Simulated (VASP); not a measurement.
# BaTiO3 (P4mm) in VASP: notebook, part 2 of 2

VASP 6.6.1. The steps go on from the part before.

## 4. Single point, PBE

Input file INCAR:

```
SYSTEM = BaTiO3
PREC = Accurate
ENCUT = 1340
EDIFF = 1E-6
ISMEAR = 0
SIGMA = 0.02
LREAL = .FALSE.
LASPH = .TRUE.
NELM = 120
ALGO = Normal
ISIF = 2
LWAVE = .FALSE.
LCHARG = .FALSE.
GGA = PE
NBANDS = 28
GGA_COMPAT = .FALSE.
```

Input file KPOINTS:

```
regular mesh
0
G
  8 8 6
  0 0 0
```

Input file POSCAR:

```
BaTiO3
1.0
    3.9854497974      0.0000000000      0.0000000000
    0.0000000000      3.9854497974      0.0000000000
    0.0000000000      0.0000000000      4.3264971240
Ba Ti O
1 1 3
Direct
    0.5000000000      0.5000000000      0.6006785108
    0.0000000000      0.0000000000      0.1147671007
    0.0000000000      0.5000000000      0.0573251531
    0.5000000000      0.0000000000      0.0573251531
    0.0000000000      0.0000000000      0.5299010722
```

Potentials or basis: VASP PAW PBE potentials, release 64 (Ba_sv, Ti_sv, O_h).

Started as:

```console
$ cat potpaw_PBE.64/Ba_sv/POTCAR potpaw_PBE.64/Ti_sv/POTCAR potpaw_PBE.64/O_h/POTCAR > POTCAR
$ mpirun -np 1 vasp_std > vasp.out
```

OUTCAR:

```text
SYSTEM = BaTiO3
   PREC = Accurate
   ENCUT = 1340
   EDIFF = 1E-6
   ISMEAR = 0
   LREAL = .FALSE.
   LASPH = .TRUE.
   NELM = 120
   ISIF = 2
   GGA = PE

 ion  position               nearest neighbor table
   1  0.500  0.500  0.601-   3 2.81   4 2.81   4 2.81   3 2.81   5 2.83   5 2.83   5 2.83   5 2.83
                             3 3.08   4 3.08   3 3.08   4 3.08   2 3.52   2 3.52   2 3.52   2 3.52
   2  0.000  0.000  0.115-   5 1.80   4 2.01   3 2.01   3 2.01   4 2.01   1 3.52   1 3.52   1 3.52
                             1 3.52   1 3.59   1 3.59   1 3.59   1 3.59
   3  0.000  0.500  0.057-   2 2.01   2 2.01   1 2.81   1 2.81   1 3.08   1 3.08
   4  0.500  0.000  0.057-   2 2.01   2 2.01   1 2.81   1 2.81   1 3.08   1 3.08
   5  0.000  0.000  0.530-   2 1.80   1 2.83   1 2.83   1 2.83   1 2.83

  LATTYP: Found a simple tetragonal cell.
 ALAT       =     3.9854497974
 C/A-ratio  =     1.0855731082

  Lattice vectors:

 A1 = (   3.9854497974,   0.0000000000,   0.0000000000)
 A2 = (   0.0000000000,   3.9854497974,   0.0000000000)
 A3 = (   0.0000000000,   0.0000000000,   4.3264971240)

Analysis of symmetry for initial positions (statically):
=====================================================================
 Subroutine PRICEL returns:
 Original cell was already a primitive cell.

 Routine SETGRP: Setting up the symmetry group for a
 simple tetragonal supercell.

 Subroutine GETGRP returns: Found  8 space group operations
 (whereof  8 operations were pure point group operations)
 out of a pool of 16 trial point group operations.

The static configuration has the point symmetry C_4v.

Analysis of symmetry for dynamics (positions and initial velocities):
=====================================================================
 Subroutine PRICEL returns:
 Original cell was already a primitive cell.

 Routine SETGRP: Setting up the symmetry group for a
[... 131 lines left out ...]
     AMIX     =   0.40;   BMIX     =  1.00
     AMIX_MAG =   1.60;   BMIX_MAG =  1.00
  volume/ion in A,a.u.               =      13.74        92.75
  Fermi-wavevector in a.u.,A,eV,Ry     =   1.366882  2.583033 25.420680  1.868367
  Thomas-Fermi vector in A             =   2.492984
   LORBIT       =      0    0 simple, 1 ext, 2 COOP (PROOUT), +10 PAW based schemes
   GGA     = PE    functional components
   LHFCALC =     F    Hartree Fock is set to
   AEXX    =    0.0000 exact exchange contribution
   IVDW    =     0    specifies the selected vdW correction
   LEPSILON=     F    determine dielectric tensor
   LRPA    =     F    only Hartree local field effects (RPA)
 non-spin polarized calculation
 Gauss-broadening in eV      SIGMA  =   0.02
  energy-cutoff  :     1340.00
  volume of cell :       68.72
 maximum number of plane-waves:      7704
 NGX is ok and might be reduce to    48
   NGX = 23   NGY = 23   NGZ = 25

 number of electron      40.0000002 magnetization

 Free energy of the ion-electron system (eV)
  ---------------------------------------------------
  ext. energy  EPLUGINS =         0.00000000
  ---------------------------------------------------
  free energy    TOTEN  =       -40.07002477 eV

  energy without entropy =      -40.07002477  energy(sigma->0) =      -40.07002477

 E-fermi :   4.0440     XC(G=0): -10.8589

 val. band max:        3.9498248193   @ k =   0.5000   0.5000   0.5000
 cond. band min:       5.7421921952   @ k =   0.0000   0.0000   0.0000
 fundamental gap:      1.7923673759
 Fermi energy:         4.0440272754

 k-point     1 :       0.0000    0.0000    0.0000
  band No.  band energies     occupation
      1     -52.7564      2.00000
      2     -29.1264      2.00000
      3     -28.9429      2.00000
      4     -28.9429      2.00000
      5     -21.4297      2.00000
      6     -13.0861      2.00000
[... 733 lines left out ...]
     27      11.4083      0.00000
     28      11.8085      0.00000

 [... further k-points ...]

------------------------ aborting loop because EDIFF is reached ----------------------------------------

  FORCE on cell =-STRESS in cart. coord.  units (eV):
  Direction    XX          YY          ZZ          XY          YZ          ZX
  --------------------------------------------------------------------------------------
  -------------------------------------------------------------------------------------
  Total       -0.3746338     -0.3746338     -0.3503374      0.0000000      0.0000000      0.0000000
  in kB       -8.7342669     -8.7342669     -8.1678169      0.0000000      0.0000000      0.0000000
  external PRESSURE =      -8.5454502 kB  Pullay stress =       0.0000000 kB

 VOLUME and BASIS-vectors are now :
 -----------------------------------------------------------------------------
  energy-cutoff  :     1340.00
  volume of cell :       68.72
      direct lattice vectors                 reciprocal lattice vectors
     3.985449797  0.000000000  0.000000000     0.250912708  0.000000000  0.000000000
     0.000000000  3.985449797  0.000000000     0.000000000  0.250912708  0.000000000
     0.000000000  0.000000000  4.326497124     0.000000000  0.000000000  0.231133864

 POSITION                                       TOTAL-FORCE (eV/Angst)
 -----------------------------------------------------------------------------------
      1.99272      1.99272      2.59883        -0.000000      0.000000     -0.064441
      0.00000      0.00000      0.49654        -0.000000      0.000000     -0.043062
      0.00000      1.99272      0.24802        -0.000000     -0.000000      0.030670
      1.99272      0.00000      0.24802        -0.000000     -0.000000      0.030670
      0.00000      0.00000      2.29262         0.000000     -0.000000      0.046162
 -----------------------------------------------------------------------------------
    total drift:                                0.000000      0.000000     -0.000016

  FREE ENERGIE OF THE ION-ELECTRON SYSTEM (eV)
  ---------------------------------------------------
  free  energy   TOTEN  =       -40.0700247669 eV

  energy  without entropy=      -40.0700247669  energy(sigma->0) =      -40.07002477
```

stdout:

```text
POSCAR found type information on POSCAR BaTiO
 POSCAR found :  3 types and       5 ions
 scaLAPACK will be used
 LDA part: xc-table for (Slater+PW92), standard interpolation
 POSCAR, INCAR and KPOINTS ok, starting setup
 FFT: planning ... GRIDC
 FFT: planning ... GRID_SOFT
 FFT: planning ... GRID
 WAVECAR not read
 entering main loop
```

It took 6.6 min on 1 thread of Intel Xeon Platinum 8175M at 2.50GHz (Skylake/Cascade Lake), shared host; peak memory 0.67 GiB.

What came out:

* Free energy: -40.0700 eV
* Pressure: -0.9 GPa
* Largest force: 0.064 eV/Å
* Band gap on the k mesh: 1.79 eV (least direct gap 2.43 eV)

Forces in eV/Å, atoms in the order of the input:
```
Ba   0.000  0.000 -0.064
Ti   0.000  0.000 -0.043
O    0.000  0.000  0.031
O    0.000  0.000  0.031
O    0.000  0.000  0.046
```

Caveat: spin-orbit coupling is left out, which moves the levels of the heavy elements. A k mesh can miss the band edges.

## 5. Single point, PBE

This run uses another cell than the first one, of 13.66 Å³/atom.

Input file INCAR:

```
SYSTEM = BaTiO3
ALGO = Normal
EDIFF = 1E-6
ENCUT = 1340
GGA = PE
GGA_COMPAT = .FALSE.
ISIF = 2
ISMEAR = 0
LASPH = .TRUE.
LCHARG = .FALSE.
LREAL = .FALSE.
LWAVE = .FALSE.
NBANDS = 28
NELM = 120
PREC = Accurate
SIGMA = 0.02
```

Input file KPOINTS:

```
k-points
0
G
  8 8 6
  0 0 0
```

Input file POSCAR:

```
BaTiO3
1.0
    3.8658863003      0.0000000000      0.0000000000
    0.0000000000      3.8658863003      0.0000000000
    0.0000000000      0.0000000000      4.5694207611
Ba Ti O
1 1 3
Direct
    0.5000000000      0.5000000000      0.6199797949
    0.0000000000      0.0000000000      0.1248770125
    0.0000000000      0.5000000000      0.0493381201
    0.5000000000      0.0000000000      0.0493381201
    0.0000000000      0.0000000000      0.5164639423
```

Potentials or basis: VASP PAW PBE potentials, release 64 (Ba_sv, Ti_sv, O_h).

Started as:

```console
$ cat potpaw_PBE.64/Ba_sv/POTCAR potpaw_PBE.64/Ti_sv/POTCAR potpaw_PBE.64/O_h/POTCAR > POTCAR
$ mpirun -np 1 vasp_std > vasp.out
```

OUTCAR:

```text
SYSTEM = BaTiO3
   EDIFF = 1E-6
   ENCUT = 1340
   GGA = PE
   ISIF = 2
   ISMEAR = 0
   LASPH = .TRUE.
   LREAL = .FALSE.
   NELM = 120
   PREC = Accurate

 ion  position               nearest neighbor table
   1  0.500  0.500  0.620-   3 2.75   4 2.75   4 2.75   3 2.75   5 2.77   5 2.77   5 2.77   5 2.77
                             2 3.55   2 3.55   2 3.55   2 3.55   2 3.58   2 3.58   2 3.58   2 3.58
   2  0.000  0.000  0.125-   5 1.79   4 1.96   3 1.96   3 1.96   4 1.96   1 3.55   1 3.55   1 3.55
                             1 3.55   1 3.58   1 3.58   1 3.58   1 3.58
   3  0.000  0.500  0.049-   2 1.96   2 1.96   1 2.75   1 2.75
   4  0.500  0.000  0.049-   2 1.96   2 1.96   1 2.75   1 2.75
   5  0.000  0.000  0.516-   2 1.79   1 2.77   1 2.77   1 2.77   1 2.77

  LATTYP: Found a simple tetragonal cell.
 ALAT       =     3.8658863003
 C/A-ratio  =     1.1819852955

  Lattice vectors:

 A1 = (   3.8658863003,   0.0000000000,   0.0000000000)
 A2 = (   0.0000000000,   3.8658863003,   0.0000000000)
 A3 = (   0.0000000000,   0.0000000000,   4.5694207611)

Analysis of symmetry for initial positions (statically):
=====================================================================
 Subroutine PRICEL returns:
 Original cell was already a primitive cell.

 Routine SETGRP: Setting up the symmetry group for a
 simple tetragonal supercell.

 Subroutine GETGRP returns: Found  8 space group operations
 (whereof  8 operations were pure point group operations)
 out of a pool of 16 trial point group operations.

The static configuration has the point symmetry C_4v.

Analysis of symmetry for dynamics (positions and initial velocities):
=====================================================================
 Subroutine PRICEL returns:
 Original cell was already a primitive cell.

 Routine SETGRP: Setting up the symmetry group for a
 simple tetragonal supercell.

 Subroutine GETGRP returns: Found  8 space group operations
 (whereof  8 operations were pure point group operations)
[... 129 lines left out ...]
  volume/ion in A,a.u.               =      13.66        92.17
  Fermi-wavevector in a.u.,A,eV,Ry     =   1.369751  2.588455 25.527505  1.876219
  Thomas-Fermi vector in A             =   2.495599
   LORBIT       =      0    0 simple, 1 ext, 2 COOP (PROOUT), +10 PAW based schemes
   GGA     = PE    functional components
   LHFCALC =     F    Hartree Fock is set to
   AEXX    =    0.0000 exact exchange contribution
   IVDW    =     0    specifies the selected vdW correction
   LEPSILON=     F    determine dielectric tensor
   LRPA    =     F    only Hartree local field effects (RPA)
 non-spin polarized calculation
 Gauss-broadening in eV      SIGMA  =   0.02
  energy-cutoff  :     1340.00
  volume of cell :       68.29
 maximum number of plane-waves:      7647
 NGX is ok and might be reduce to    48
   NGX = 23   NGY = 23   NGZ = 27

 number of electron      40.0000000 magnetization

 Free energy of the ion-electron system (eV)
  ---------------------------------------------------
  ext. energy  EPLUGINS =         0.00000000
  ---------------------------------------------------
  free energy    TOTEN  =       -39.98748832 eV

  energy without entropy =      -39.98748832  energy(sigma->0) =      -39.98748832

 E-fermi :   4.3468     XC(G=0): -10.8561

 val. band max:        4.1901315806   @ k =   0.5000   0.5000   0.5000
 cond. band min:       6.0712478653   @ k =   0.0000   0.0000   0.0000
 fundamental gap:      1.8811162847
 Fermi energy:         4.3468392669

 k-point     1 :       0.0000    0.0000    0.0000
  band No.  band energies     occupation
      1     -52.4694      2.00000
      2     -28.8913      2.00000
      3     -28.6737      2.00000
      4     -28.6737      2.00000
      5     -21.4085      2.00000
      6     -13.1139      2.00000
[... 733 lines left out ...]
     27      11.5515      0.00000
     28      11.5851      0.00000

 [... further k-points ...]

------------------------ aborting loop because EDIFF is reached ----------------------------------------

  FORCE on cell =-STRESS in cart. coord.  units (eV):
  Direction    XX          YY          ZZ          XY          YZ          ZX
  --------------------------------------------------------------------------------------
  -------------------------------------------------------------------------------------
  Total        2.6933714      2.6933714      0.5501728      0.0000000     -0.0000000      0.0000000
  in kB       63.1898788     63.1898788     12.9077451      0.0000000     -0.0000000      0.0000000
  external PRESSURE =      46.4291676 kB  Pullay stress =       0.0000000 kB

 VOLUME and BASIS-vectors are now :
 -----------------------------------------------------------------------------
  energy-cutoff  :     1340.00
  volume of cell :       68.29
      direct lattice vectors                 reciprocal lattice vectors
     3.865886300  0.000000000  0.000000000     0.258672895  0.000000000  0.000000000
     0.000000000  3.865886300  0.000000000     0.000000000  0.258672895  0.000000000
     0.000000000  0.000000000  4.569420761     0.000000000  0.000000000  0.218846119

 POSITION                                       TOTAL-FORCE (eV/Angst)
 -----------------------------------------------------------------------------------
      1.93294      1.93294      2.83295         0.000000     -0.000000     -0.106077
      0.00000      0.00000      0.57062         0.000000      0.000000     -0.019687
      0.00000      1.93294      0.22545         0.000000     -0.000000      0.051207
      1.93294      0.00000      0.22545         0.000000      0.000000      0.051207
      0.00000      0.00000      2.35994        -0.000000      0.000000      0.023350
 -----------------------------------------------------------------------------------
    total drift:                                0.000000     -0.000000      0.001248

  FREE ENERGIE OF THE ION-ELECTRON SYSTEM (eV)
  ---------------------------------------------------
  free  energy   TOTEN  =       -39.9874883194 eV

  energy  without entropy=      -39.9874883194  energy(sigma->0) =      -39.98748832
```

Run time: 8.2 min. Hardware: 1 thread of Intel Xeon Platinum 8259CL at 2.50GHz (Skylake/Cascade Lake), shared host; peak memory 0.68 GiB.

Results:

```yaml
Free_energy: -39.9875 eV
Pressure: 4.6 GPa
Largest_force: 0.106 eV/Å
Band_gap_on_the_k_mesh: 1.88 eV (least direct gap 2.68 eV)
```

Forces in eV/Å, atoms in the order of the input:
```
Ba   0.000  0.000 -0.106
Ti   0.000  0.000 -0.020
O    0.000  0.000  0.051
O    0.000  0.000  0.051
O    0.000  0.000  0.023
```

Stress tensor (GPa, compression positive):
```
6.32 0.00 0.00
0.00 6.32 0.00
0.00 0.00 1.29
```

Levels at points of the mesh, in eV from the valence-band top:
| k point | band 18 | band 19 | band 20 | band 21 | band 22 | band 23 |
| --- | --- | --- | --- | --- | --- | --- |
| (0.00, 0.00, 0.00) | -1.86 | -0.80 | -0.80 | 1.88 | 3.10 | 3.10 |
| (0.50, 0.00, 0.00) | -2.27 | -2.16 | -1.88 | 3.08 | 3.44 | 3.52 |
| (0.50, 0.50, 0.00) | -1.19 | -1.19 | -0.02 | 3.21 | 3.59 | 3.59 |
| (0.00, 0.00, 0.50) | -2.27 | -0.77 | -0.77 | 1.95 | 3.50 | 3.50 |
| (0.50, 0.00, 0.50) | -1.77 | -1.50 | -1.08 | 3.41 | 3.51 | 3.57 |
| (0.50, 0.50, 0.50) | -1.16 | -1.16 | 0.00 | 3.70 | 3.70 | 4.05 |

Caveat: the stress differs along the axes, from 1 to 6 GPa; spin-orbit coupling is left out, which moves the levels of the heavy elements.

## 6. Overview

| cell | gap on the mesh (eV) | pressure (GPa) | largest force (eV/Å) |
| --- | --- | --- | --- |
| a = 3.985, b = 3.985, c = 4.326 Å, 5 atoms, atomic positions A | 1.79 | -0.9 | 0.06 |
| a = 3.985, b = 3.985, c = 4.263 Å, 5 atoms, atomic positions B | 1.79 | 0.3 | 0.06 |
| a = 3.866, b = 3.866, c = 4.569 Å, 5 atoms, atomic positions C | 1.88 | 4.6 | 0.11 |

Alike in all rows: task single point; level PBE; potentials or basis VASP PAW PBE potentials, release 64 (Ba_sv, Ti_sv, O_h); no spin polarisation; k mesh 8 × 8 × 6; cutoff (eV) 1340; smearing gaussian 0.02 eV.

Caveats: spin-orbit coupling is left out, which moves the levels of the heavy elements; the stress differs along the axes, from 1 to 6 GPa (at least some runs).

Absolute energies hang on the potentials; compare differences alone.
